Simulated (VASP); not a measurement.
Here is a VASP 6.6.1 calculation.

INCAR

```
ALGO = Normal
DIPOL = 0.5 0.5 0.500
EDIFF = 1E-6
ENCUT = 400
GGA = PE
GGA_COMPAT = False
IDIPOL = 3
ISIF = 2
ISMEAR = 0
LASPH = True
LCHARG = True
LDIPOL = True
LELF = True
LREAL = False
LVACPOTAV = True
LVHAR = True
LWAVE = False
NBANDS = 86
NELM = 120
NELMDL = -8
PREC = Accurate
SIGMA = 0.05
```

The input KPOINTS:

```
k-points
0
Gamma
  4 5 1
```

Contents of POSCAR:

```
GaP
1.0
    7.7853497811      0.0000000000      0.0000000000
    0.0000000000      5.5050736241      0.0000000000
    0.0000000000      0.0000000000     22.8390123358
Ga P
8 8
Direct
    0.2500000000      0.5000000000      0.3721702092
    0.7500000000      0.5000000000      0.3721702092
    0.5000000000      0.0000000000      0.4573900697
    0.0000000000      0.0000000000      0.4573900697
    0.7500000000      0.5006547803      0.5468219403
    0.2500000000      0.5006547803      0.5468219403
    0.0000000000     -0.0636923102      0.6108235370
    0.5000000000     -0.0636923102      0.6108235370
    0.5000000000      0.2500000000      0.3721702092
    0.0000000000      0.2500000000      0.3721702092
    0.7500000000      0.7500000000      0.4573900697
    0.2500000000      0.7500000000      0.4573900697
    0.0000000000      0.2542376288      0.5433681056
    0.5000000000      0.2542376288      0.5433681056
    0.2500000000      0.7254216799      0.6364495925
    0.7500000000      0.7254216799      0.6364495925
```

Potentials or basis: VASP PAW PBE potentials, release 64 (Ga_d, P).

Launch:

```bash
$ cat potpaw_PBE.64/Ga_d/POTCAR potpaw_PBE.64/P/POTCAR > POTCAR
$ mpirun -np 1 vasp_std > vasp.out
```

(1) Predict the band gap on the k mesh.

(2) Estimate the largest force.

Answers

(1) 0.90 eV.

(2) 1.895 eV/Å.
